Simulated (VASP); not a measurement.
# BaTiO3 (P1) in VASP: single point with r2SCAN

Aim: the single point of BaTiO3 with r2SCAN.

Everything below comes from runs of VASP 6.6.1. Logs are shortened: lines on timing, memory, paths and dates and some standing lists are left out, and cuts for length are marked.

## 1. The cell of the first run

The typed cell holds 5 atoms: a = 4.079 Å, b = 4.063 Å, c = 4.019 Å, α = 89.37°, β = 89.57°, γ = 90.53°.

## 2. Single point, r2SCAN

POSCAR

```
BaTiO3
1.0
    4.0790170000     -0.0239570000      0.0099360000
   -0.0136380000      4.0632450000      0.0170570000
    0.0201940000      0.0272300000      4.0185580000
Ba Ti O
1 1 3
Direct
    0.0103570000      0.0248780000      0.0076400000
    0.4882490000      0.4548740000      0.4862740000
    0.5107270000      0.4791230000      0.9900010000
    0.0309230000      0.5138570000      0.5298060000
    0.5289840000      0.0100600000      0.5531650000
```

INCAR.step1

```
  ALGO = Normal
  EDIFF = 1E-4
  ENCUT = 520
  GGA = PE
  ISMEAR = -1
  LASPH = True
  LCHARG = False
  LREAL = False
  LWAVE = True
  NBANDS = 28
  NELM = 80
  PREC = Accurate
  SIGMA = 0.1
```

INCAR.step2

```
  ALGO = Normal
  EDIFF = 1E-7
  ENCUT = 520
  ISIF = 2
  ISMEAR = -1
  ISTART = 1
  LASPH = True
  LCHARG = False
  LMIXTAU = True
  LREAL = False
  LWAVE = False
  METAGGA = R2SCAN
  NBANDS = 28
  NELM = 80
  PREC = Accurate
  SIGMA = 0.1
```

KPOINTS

```
k-points
0
Gamma
  5 5 5
```

Potentials or basis: VASP PAW PBE potentials, release 64 (Ba_sv, Ti_sv, O).

Command:

```
cat potpaw_PBE.64/Ba_sv/POTCAR potpaw_PBE.64/Ti_sv/POTCAR potpaw_PBE.64/O/POTCAR > POTCAR
cp INCAR.step1 INCAR
mpirun -np 1 vasp_std > vasp.out
cp INCAR.step2 INCAR
mpirun -np 1 vasp_std > vasp.out
```

OUTCAR:

```text
EDIFF = 1E-7
   ENCUT = 520
   ISIF = 2
   ISMEAR = -1
   ISTART = 1
   LASPH = True
   LREAL = False
   METAGGA = R2SCAN
   NELM = 80
   PREC = Accurate

 ion  position               nearest neighbor table
   1  0.010  0.025  0.008-   5 2.69   3 2.74   4 2.75   3 2.76   5 2.79   4 2.85   4 2.91   5 2.93
                             4 2.94   3 3.00   3 3.03   5 3.06   2 3.26   2 3.32   2 3.37   2 3.47
   2  0.488  0.455  0.486-   5 1.83   4 1.89   3 2.00   3 2.03   4 2.23   5 2.28   1 3.26   1 3.32
                             1 3.37   1 3.47   1 3.59   1 3.65   1 3.70   1 3.79
   3  0.511  0.479  0.990-   2 2.00   2 2.03   1 2.74   1 2.76   1 3.00   1 3.03
   4  0.031  0.514  0.530-   2 1.89   2 2.23   1 2.75   1 2.85   1 2.91   1 2.94
   5  0.529  0.010  0.553-   2 1.83   2 2.28   1 2.69   1 2.79   1 2.93   1 3.06

  LATTYP: Found a triclinic cell.
 ALAT       =     4.0187009928
 B/A-ratio  =     1.4301571072
 C/A-ratio  =     1.0110987844
 COS(alpha) =     0.0011179557
 COS(beta)  =     0.0109565240
 COS(gamma) =     0.7044907030

  Lattice vectors:

 A1 = (   0.0201940000,   0.0272300000,   4.0185580000)
 A2 = (   4.0992110000,   0.0032730000,   4.0284940000)
 A3 = (  -0.0136380000,   4.0632450000,   0.0170570000)

Analysis of symmetry for initial positions (statically):
=====================================================================
 Subroutine PRICEL returns:
 Original cell was already a primitive cell.

 Routine SETGRP: Setting up the symmetry group for a
 triclinic supercell.

 Subroutine GETGRP returns: Found  1 space group operations
 (whereof  1 operations were pure point group operations)
 out of a pool of  2 trial point group operations.

The static configuration has the point symmetry C_1 .

Analysis of symmetry for dynamics (positions and initial velocities):
=====================================================================
 Subroutine PRICEL returns:
 Original cell was already a primitive cell.

 Routine SETGRP: Setting up the symmetry group for a
 triclinic supercell.

 Subroutine GETGRP returns: Found  1 space group operations
 (whereof  1 operations were pure point group operations)
 out of a pool of  2 trial point group operations.

The dynamic configuration has the point symmetry C_1 .

 Subroutine INISYM returns: Found  1 space group operations
 (whereof  1 operations are pure point group operations),
 and found     1 'primitive' translations

----------------------------------------------------------------------------------------

                                     Primitive cell

  volume of cell :      66.5997

  direct lattice vectors                    reciprocal lattice vectors
     4.079017000 -0.023957000  0.009936000     0.245164983  0.000828075 -0.001237611
    -0.013638000  4.063245000  0.017057000     0.001449603  0.246120611 -0.001675013
     0.020194000  0.027230000  4.018558000    -0.000612330 -0.001046720  0.248855651

  length of vectors
     4.079099453  4.063303689  4.018700993     0.245169506  0.246130579  0.248858606

  position of ions in fractional coordinates (direct lattice)
     0.010357000  0.024878000  0.007640000
     0.488249000  0.454874000  0.486274000
     0.510727000  0.479123000  0.990001000
     0.030923000  0.513857000  0.529806000
     0.528984000  0.010060000  0.553165000

  ion indices of the primitive-cell ions
   primitive index   ion index
                 1           1
                 2           2
                 3           3
                 4           4
                 5           5

----------------------------------------------------------------------------------------

 KPOINTS: k-points

Automatic generation of k-mesh.
 Grid dimensions read from file:
 generate k-points for:    5    5    5

 Generating k-lattice:

  Cartesian coordinates                     Fractional coordinates (reciprocal lattice)
     0.049032997  0.000165615 -0.000247522     0.200000000 -0.000000000  0.000000000
     0.000289921  0.049224122 -0.000335003    -0.000000000  0.200000000  0.000000000
    -0.000122466 -0.000209344  0.049771130     0.000000000  0.000000000  0.200000000

  Length of vectors
     0.049033901  0.049226116  0.049771721

  Shift w.r.t. Gamma in fractional coordinates (k-lattice)
     0.000000000  0.000000000  0.000000000

 Subroutine IBZKPT returns following result:
 ===========================================

 Found     63 irreducible k-points:

 Following reciprocal coordinates:
            Coordinates               Weight
  0.000000  0.000000  0.000000      1.000000
  0.200000 -0.000000  0.000000      2.000000
  0.400000  0.000000  0.000000      2.000000
 -0.000000  0.200000 -0.000000      2.000000
  0.200000  0.200000  0.000000      2.000000
  0.400000  0.200000 -0.000000      2.000000
[... 16 lines left out ...]
 -0.200000  0.200000  0.200000      2.000000
 -0.000000  0.400000  0.200000      2.000000
 [... further k-points ...]
   k-points           NKPTS =     63   k-points in BZ     NKDIM =     63   number of bands    NBANDS=     28
   number of dos      NEDOS =    301   number of ions     NIONS =      5
   total plane-waves  NPLWV =  27000
   dimension x,y,z NGX =    30 NGY =   30 NGZ =   30
   dimension x,y,z NGXF=    60 NGYF=   60 NGZF=   60
   ions per type =               1   1   3
   NGX,Y,Z   is equivalent  to a cutoff of  12.23, 12.27, 12.41 a.u.
   NGXF,Y,Z  is equivalent  to a cutoff of  24.45, 24.55, 24.82 a.u.
 SYSTEM =  unknown system
   PREC   = accura    normal or accurate (medium, high low for compatibility)
   ISTART =      1    job   : 0-new  1-cont  2-samecut
   ICHARG =      0    charge: 1-file 2-atom 10-const
   ISPIN  =      1    spin polarized calculation?
   LNONCOLLINEAR =      F non collinear calculations
   LSORBIT =      F    spin-orbit coupling
   LASPH  =      T    aspherical Exc in radial PAW
   ENCUT  =  520.0 eV  38.22 Ry    6.18 a.u.   7.58  7.56  7.47*2*pi/ulx,y,z
   NELM   =     80;   NELMIN=  2; NELMDL=  0     # of ELM steps
   EDIFF  = 0.1E-06   stopping-criterion for ELM
   LREAL  =      F    real-space projection
   EDIFFG = 0.1E-05   stopping-criterion for IOM
   NSW    =      0    number of steps for IOM
   IBRION =     -1    ionic relax: 0-MD 1-quasi-New 2-CG
   NFREE  =      0    steps in history (QN), initial steepest desc. (CG)
   ISIF   =      2    stress and relaxation
   ISYM   =      2    0-nonsym 1-usesym 2-fastsym
   POTIM  = 0.5000    time-step for ionic-motion
   TEBEG  =    0.0;   TEEND  =   0.0 temperature during run
   PSTRESS=    0.0 pullay stress
   NELECT =      40.0000    total number of electrons
   NUPDOWN=      -1.0000    fix difference up-down
   EMIN   =  10.00;   EMAX   =-10.00  energy-range for DOS
   EFERMI =   0.00;   METHOD = LEGACY
   ISMEAR =    -1;   SIGMA  =   0.10  broadening in eV -4-tet -1-fermi 0-gaus
   EFERMI_NEDOS =   21; number of points for ismear=-14 and -15
   IALGO  =     38    algorithm
   IMIX   =      4    mixing-type and parameters
     AMIX     =   0.40;   BMIX     =  1.00
     AMIX_MAG =   1.60;   BMIX_MAG =  1.00
  volume/ion in A,a.u.               =      13.32        89.89
  Fermi-wavevector in a.u.,A,eV,Ry     =   1.381245  2.610174 25.957703  1.907837
  Thomas-Fermi vector in A             =   2.506047
   LORBIT       =      0    0 simple, 1 ext, 2 COOP (PROOUT), +10 PAW based schemes
   METAGGA = R2SCAN    functional components
   LHFCALC =     F    Hartree Fock is set to
   AEXX    =    0.0000 exact exchange contribution
   IVDW    =     0    specifies the selected vdW correction
   LEPSILON=     F    determine dielectric tensor
   LRPA    =     F    only Hartree local field effects (RPA)
 non-spin polarized calculation
  energy-cutoff  :      520.00
  volume of cell :       66.60
 maximum number of plane-waves:      1813
 NGX is ok and might be reduce to    30
   NGX = 15   NGY = 15   NGZ = 15

 number of electron      39.9999999 magnetization

 Free energy of the ion-electron system (eV)
  ---------------------------------------------------
  ext. energy  EPLUGINS =         0.00000000
  ---------------------------------------------------
  free energy    TOTEN  =       -73.80671610 eV

  energy without entropy =      -73.80671554  energy(sigma->0) =      -73.80671582

 E-fermi :   4.5883     XC(G=0): -11.6762

 val. band max:        3.1288782402   @ k =   0.4000   0.4000   0.4000
 cond. band min:       5.8409748551   @ k =   0.0000   0.0000   0.0000
 fundamental gap:      2.7120966150
 Fermi energy:         4.5883280426

 k-point     1 :       0.0000    0.0000    0.0000
  band No.  band energies     occupation
      1     -55.4376      2.00000
      2     -30.6746      2.00000
      3     -30.6303      2.00000
      4     -30.5858      2.00000
      5     -22.3744      2.00000
      6     -14.5549      2.00000
[... 20 lines left out ...]
     27       9.0144      0.00000
     28      10.8859      0.00000

 k-point     2 :       0.2000   -0.0000    0.0000
  band No.  band energies     occupation
      1     -55.4374      2.00000
      2     -30.6749      2.00000
      3     -30.6442      2.00000
      4     -30.5852      2.00000
      5     -22.3384      2.00000
      6     -14.6039      2.00000
[... 20 lines left out ...]
     27       9.5819      0.00000
     28      11.6968      0.00000

 k-point     3 :       0.4000    0.0000    0.0000
  band No.  band energies     occupation
      1     -55.4369      2.00000
      2     -30.6799      2.00000
      3     -30.6623      2.00000
      4     -30.5844      2.00000
      5     -22.2788      2.00000
      6     -14.7426      2.00000
[... 20 lines left out ...]
     27      10.8118      0.00000
     28      12.0919      0.00000

 k-point     4 :      -0.0000    0.2000   -0.0000
  band No.  band energies     occupation
      1     -55.4373      2.00000
      2     -30.6893      2.00000
      3     -30.6303      2.00000
      4     -30.5852      2.00000
      5     -22.3398      2.00000
      6     -14.5466      2.00000
[... 578 lines left out ...]
     27      11.5687      0.00000
     28      12.1040      0.00000

 k-point    23 :      -0.2000    0.2000    0.2000
  band No.  band energies     occupation
      1     -55.4367      2.00000
      2     -30.6881      2.00000
      3     -30.6441      2.00000
      4     -30.6035      2.00000
      5     -22.2775      2.00000
      6     -14.4613      2.00000
[... 20 lines left out ...]
     27      10.6043      0.00000
     28      11.8531      0.00000

 k-point    24 :      -0.0000    0.4000    0.2000
  band No.  band energies     occupation
      1     -55.4365      2.00000
      2     -30.7122      2.00000
      3     -30.6294      2.00000
      4     -30.6030      2.00000
      5     -22.2560      2.00000
      6     -14.4782      2.00000
[... 20 lines left out ...]
     27      11.5544      0.00000
     28      12.3794      0.00000

 [... further k-points ...]

------------------------ aborting loop because EDIFF is reached ----------------------------------------

  FORCE on cell =-STRESS in cart. coord.  units (eV):
  Direction    XX          YY          ZZ          XY          YZ          ZX
  --------------------------------------------------------------------------------------
  -------------------------------------------------------------------------------------
  Total       -0.3141201      0.3520391     -0.8036895      1.0938307      0.3025643      0.1343927
  in kB       -7.5567287      8.4689390    -19.3342088     26.3140834      7.2787332      3.2330604
  external PRESSURE =      -6.1406662 kB  Pullay stress =       0.0000000 kB

 VOLUME and BASIS-vectors are now :
 -----------------------------------------------------------------------------
  energy-cutoff  :      520.00
  volume of cell :       66.60
      direct lattice vectors                 reciprocal lattice vectors
     4.079017000 -0.023957000  0.009936000     0.245164983  0.000828075 -0.001237611
    -0.013638000  4.063245000  0.017057000     0.001449603  0.246120611 -0.001675013
     0.020194000  0.027230000  4.018558000    -0.000612330 -0.001046720  0.248855651

 POSITION                                       TOTAL-FORCE (eV/Angst)
 -----------------------------------------------------------------------------------
      0.04206      0.10105      0.03123        -0.222115     -1.214326     -0.085166
      1.99519      1.84981      1.96673         0.155853      1.111947      0.685166
      2.09672      1.96152      3.99162         0.200526      0.429672      1.887983
      0.12983      2.10161      2.13813         0.192307     -0.401860     -1.001068
      2.16877      0.04327      2.22835        -0.326572      0.074568     -1.486914
 -----------------------------------------------------------------------------------
    total drift:                                0.000912     -0.007845      0.006437

  FREE ENERGIE OF THE ION-ELECTRON SYSTEM (eV)
  ---------------------------------------------------
  free  energy   TOTEN  =       -73.8067160993 eV

  energy  without entropy=      -73.8067155430  energy(sigma->0) =      -73.80671582
```

Wall time 5.4 min (1 thread of AMD EPYC 7R43 (Zen 3), shared host); peak memory 0.22 GiB.

What came out:

```yaml
Free_energy: -73.8067 eV
Pressure: -0.6 GPa
Largest_force: 1.947 eV/Å
Band_gap_on_the_k_mesh: 2.71 eV (least direct gap 3.08 eV)
```

Forces on the atoms (eV/Å):
```
Ba  -0.222 -1.214 -0.085
Ti   0.156  1.112  0.685
O    0.201  0.430  1.888
O    0.192 -0.402 -1.001
O   -0.327  0.075 -1.487
```

Levels at points of the mesh, in eV from the valence-band top:
```csv
k point,band 17,band 18,band 19,band 20,band 21,band 22,band 23,band 24
"(0.00, 0.00, 0.00)",-1.10,-0.53,-0.47,-0.37,2.71,3.04,3.36,4.64
```

Caveat: the PAW data sets were made with another functional, which shifts forces and pressure a little; spin-orbit coupling is left out, which moves the levels of the heavy elements; an odd mesh through Γ misses points on the zone boundary, where band edges can lie.
